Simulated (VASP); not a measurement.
# BN (P6_3/mmc) in VASP: a series of runs

Aim: see how the results for BN move with the level of theory and the settings. Levels: PBE, PBEsol. Tasks: single point.

Program: VASP 6.6.1. These are calculated values, not measurements. Logs are shortened: lines on timing, memory, paths and dates and some standing lists are left out, and cuts for length are marked.

## 1. The cell of the first run

Symmetry: P6_3/mmc, No. 194, hexagonal system. Conventional cell: a = 2.501 Å, b = 2.501 Å, c = 6.524 Å, α = 90.00°, β = 90.00°, γ = 120.00°. B (site symmetry -6m2) has 3 N at 1.44 Å within 1.9 Å. Within 1.9 Å of N (site symmetry -6m2) lie 3 B at 1.44 Å.

## 2. Single point, PBE

File INCAR:

```
PREC = Accurate
ENCUT = 520
EDIFF = 1E-6
ISMEAR = -5
SIGMA = 0.1
LREAL = F
LASPH = T
NELM = 60
ALGO = Normal
ISIF = 2
LWAVE = F
LCHARG = F
GGA = PE
NBANDS = 16
```

File KPOINTS:

```
regular mesh
0
Gamma
  9 9 4
```

File POSCAR:

```
BN
1.0
    2.5005826042      0.0000000000      0.0000000000
   -1.2502913021      2.1655680595      0.0000000000
    0.0000000000      0.0000000000      6.5236361402
B N
2 2
Direct
    0.3333333333      0.6666666667      0.2500000000
    0.6666666667      0.3333333333      0.7500000000
    0.3333333333      0.6666666667      0.7500000000
    0.6666666667      0.3333333333      0.2500000000
```

Potentials or basis: VASP PAW PBE potentials, release 64 (B, N).

Started as:

```
$ cat potpaw_PBE.64/B/POTCAR potpaw_PBE.64/N/POTCAR > POTCAR
$ mpirun -np 1 vasp_std > vasp.out
```

OUTCAR:

```text
PREC = Accurate
   ENCUT = 520
   EDIFF = 1E-6
   ISMEAR = -5
   LREAL = F
   LASPH = T
   NELM = 60
   ISIF = 2
   GGA = PE

 ion  position               nearest neighbor table
   1  0.333  0.667  0.250-   4 1.44   4 1.44   4 1.44
   2  0.667  0.333  0.750-   3 1.44   3 1.44   3 1.44
   3  0.333  0.667  0.750-   2 1.44   2 1.44   2 1.44
   4  0.667  0.333  0.250-   1 1.44   1 1.44   1 1.44

  LATTYP: Found a hexagonal cell.
 ALAT       =     2.5005826042
 C/A-ratio  =     2.6088464861

  Lattice vectors:

 A1 = (   2.5005826042,   0.0000000000,   0.0000000000)
 A2 = (  -1.2502913021,   2.1655680595,   0.0000000000)
 A3 = (   0.0000000000,   0.0000000000,   6.5236361402)

Analysis of symmetry for initial positions (statically):
=====================================================================
 Subroutine PRICEL returns:
 Original cell was already a primitive cell.

 Routine SETGRP: Setting up the symmetry group for a
 hexagonal supercell.

 Subroutine GETGRP returns: Found 24 space group operations
 (whereof 12 operations were pure point group operations)
 out of a pool of 24 trial point group operations.

The static configuration has the point symmetry D_3d.
 The point group associated with its full space group is D_6h.

Analysis of symmetry for dynamics (positions and initial velocities):
=====================================================================
 Subroutine PRICEL returns:
 Original cell was already a primitive cell.

 Routine SETGRP: Setting up the symmetry group for a
 hexagonal supercell.

 Subroutine GETGRP returns: Found 24 space group operations
 (whereof 12 operations were pure point group operations)
 out of a pool of 24 trial point group operations.

The dynamic configuration has the point symmetry D_3d.
 The point group associated with its full space group is D_6h.

 Subroutine INISYM returns: Found 24 space group operations
 (whereof 12 operations are pure point group operations),
 and found     1 'primitive' translations

----------------------------------------------------------------------------------------

                                     Primitive cell

  volume of cell :      35.3267

  direct lattice vectors                    reciprocal lattice vectors
     2.500582604  0.000000000  0.000000000     0.399906805  0.230886302  0.000000000
    -1.250291302  2.165568059  0.000000000     0.000000000  0.461772603  0.000000000
     0.000000000  0.000000000  6.523636140     0.000000000  0.000000000  0.153288745

  length of vectors
[... 87 lines left out ...]
   NELM   =     60;   NELMIN=  2; NELMDL= -5     # of ELM steps
   EDIFF  = 0.1E-05   stopping-criterion for ELM
   LREAL  =      F    real-space projection
   EDIFFG = 0.1E-04   stopping-criterion for IOM
   NSW    =      0    number of steps for IOM
   IBRION =     -1    ionic relax: 0-MD 1-quasi-New 2-CG
   NFREE  =      0    steps in history (QN), initial steepest desc. (CG)
   ISIF   =      2    stress and relaxation
   ISYM   =      2    0-nonsym 1-usesym 2-fastsym
   POTIM  = 0.5000    time-step for ionic-motion
   TEBEG  =    0.0;   TEEND  =   0.0 temperature during run
   PSTRESS=    0.0 pullay stress
   NELECT =      16.0000    total number of electrons
   NUPDOWN=      -1.0000    fix difference up-down
   EMIN   =  10.00;   EMAX   =-10.00  energy-range for DOS
   EFERMI =   0.00;   METHOD = LEGACY
   ISMEAR =    -5;   SIGMA  =   0.10  broadening in eV -4-tet -1-fermi 0-gaus
   EFERMI_NEDOS =   21; number of points for ismear=-14 and -15
   IALGO  =     38    algorithm
   IMIX   =      4    mixing-type and parameters
     AMIX     =   0.40;   BMIX     =  1.00
     AMIX_MAG =   1.60;   BMIX_MAG =  1.00
  volume/ion in A,a.u.               =       8.83        59.60
  Fermi-wavevector in a.u.,A,eV,Ry     =   1.257228  2.375816 21.505657  1.580621
  Thomas-Fermi vector in A             =   2.390897
   LORBIT       =      0    0 simple, 1 ext, 2 COOP (PROOUT), +10 PAW based schemes
   GGA     = PE    functional components
   LHFCALC =     F    Hartree Fock is set to
   AEXX    =    0.0000 exact exchange contribution
   IVDW    =     0    specifies the selected vdW correction
   LEPSILON=     F    determine dielectric tensor
   LRPA    =     F    only Hartree local field effects (RPA)
 non-spin polarized calculation
 Fermi weights with tetrahedron method with Bloechl corrections
  energy-cutoff  :      520.00
  volume of cell :       35.33
 maximum number of plane-waves:       973
 NGX is ok and might be reduce to    20
   NGX =  9   NGY =  9   NGZ = 25

 number of electron      15.9999997 magnetization

 Free energy of the ion-electron system (eV)
  ---------------------------------------------------
  ext. energy  EPLUGINS =         0.00000000
  ---------------------------------------------------
  free energy    TOTEN  =       -35.13684162 eV

  energy without entropy =      -35.13684162  energy(sigma->0) =      -35.13684162

 E-fermi :   2.4982     XC(G=0): -10.1960

 val. band max:        2.4337963529   @ k =   0.3333   0.3333   0.5000
 cond. band min:       6.8168021187   @ k =   0.4444   0.1111   0.0000
 fundamental gap:      4.3830057658
 Fermi energy:         2.4981686770

 k-point     1 :       0.0000    0.0000    0.0000
  band No.  band energies     occupation
      1     -15.4080      2.00000
      2     -15.0718      2.00000
      3      -3.8786      2.00000
      4      -1.5673      2.00000
      5       1.1083      2.00000
      6       1.1083      2.00000
[... 433 lines left out ...]
      3      -5.5432      2.00000
      4      -5.4131      2.00000
      5      -4.7164      2.00000
      6      -4.7164      2.00000
[... 8 lines left out ...]
     15      19.8015      0.00000
     16      20.4270      0.00000

 [... further k-points ...]
[... 5 lines left out ...]
  --------------------------------------------------------------------------------------
  -------------------------------------------------------------------------------------
  Total        1.1831540      1.1831540      0.7683419      0.0000000      0.0000000      0.0000000
  in kB       53.6598065     53.6598065     34.8467551      0.0000000      0.0000000      0.0000000
  external PRESSURE =      47.3887894 kB  Pullay stress =       0.0000000 kB

 VOLUME and BASIS-vectors are now :
 -----------------------------------------------------------------------------
  energy-cutoff  :      520.00
  volume of cell :       35.33
      direct lattice vectors                 reciprocal lattice vectors
     2.500582604  0.000000000  0.000000000     0.399906805  0.230886302  0.000000000
    -1.250291302  2.165568059  0.000000000     0.000000000  0.461772603  0.000000000
     0.000000000  0.000000000  6.523636140     0.000000000  0.000000000  0.153288745

 POSITION                                       TOTAL-FORCE (eV/Angst)
 -----------------------------------------------------------------------------------
     -0.00000      1.44371      1.63091        -0.000000      0.000000      0.000000
      1.25029      0.72186      4.89273         0.000000     -0.000000      0.000000
     -0.00000      1.44371      4.89273         0.000000      0.000000      0.000000
      1.25029      0.72186      1.63091        -0.000000     -0.000000      0.000000
 -----------------------------------------------------------------------------------
    total drift:                               -0.000000      0.000000     -0.000000

  FREE ENERGIE OF THE ION-ELECTRON SYSTEM (eV)
  ---------------------------------------------------
  free  energy   TOTEN  =       -35.1368416219 eV

  energy  without entropy=      -35.1368416219  energy(sigma->0) =      -35.13684162
```

Run time: 23 s. Hardware: 1 thread of AMD EPYC 9R45 (Zen 5), shared host; peak memory 0.12 GiB.

Results:

| Item | Value |
| --- | --- |
| Free energy | -35.1368 eV |
| Pressure | 4.7 GPa |
| Band gap on the k mesh | 4.38 eV, indirect (least direct gap 4.65 eV) |

Caveat: this functional lacks dispersion, which binds the layers, so the pressure and a relaxed spacing across them are unreliable. A k mesh can miss the band edges.

## 3. Single point, PBE

File INCAR:

```
SYSTEM = BN
PREC = Accurate
ENCUT = 520
EDIFF = 1E-6
ISMEAR = 1
SIGMA = 0.5
LREAL = .FALSE.
LASPH = .TRUE.
NELM = 80
ALGO = Normal
ISIF = 2
LWAVE = .FALSE.
LCHARG = .TRUE.
GGA = PE
LELF = .TRUE.
LVHAR = .TRUE.
NBANDS = 16
```

File KPOINTS:

```
Automatic mesh
0
G
  9 9 4
  0 0 0
```

POSCAR is that of step 2.

Potentials or basis: VASP PAW PBE potentials, release 64 (B, N).

Started as:

```
$ cat potpaw_PBE.64/B/POTCAR potpaw_PBE.64/N/POTCAR > POTCAR
$ mpirun -np 1 vasp_std > vasp.out
```

It took 22 s on 1 thread of AMD EPYC 9R45 (Zen 5), shared host; peak memory 0.12 GiB.

The run converged. Its results:

```
Free energy            : -35.1307 eV
Pressure               : 4.7 GPa
Band gap on the k mesh : 4.38 eV, indirect (least direct gap 4.65 eV)
```

Stress tensor (GPa, compression positive):
```
5.31 0.00 0.00
0.00 5.31 0.00
0.00 0.00 3.53
```

Levels at points of the mesh, in eV from the valence-band top:
| k point | band 5 | band 6 | band 7 | band 8 | band 9 | band 10 | band 11 | band 12 |
| --- | --- | --- | --- | --- | --- | --- | --- | --- |
| (0.00, 0.00, 0.00) | -1.33 | -1.33 | -1.28 | -1.28 | 5.38 | 10.54 | 11.58 | 11.58 |
| (0.00, 0.00, 0.50) | -1.30 | -1.30 | -1.30 | -1.30 | 7.85 | 7.85 | 11.65 | 11.65 |

Caveat: this functional lacks dispersion, which binds the layers, so the pressure and a relaxed spacing across them are unreliable. A hybrid or GW would open this gap; PBE tends to underestimate it.

(Part 1 of 2 ends here.)
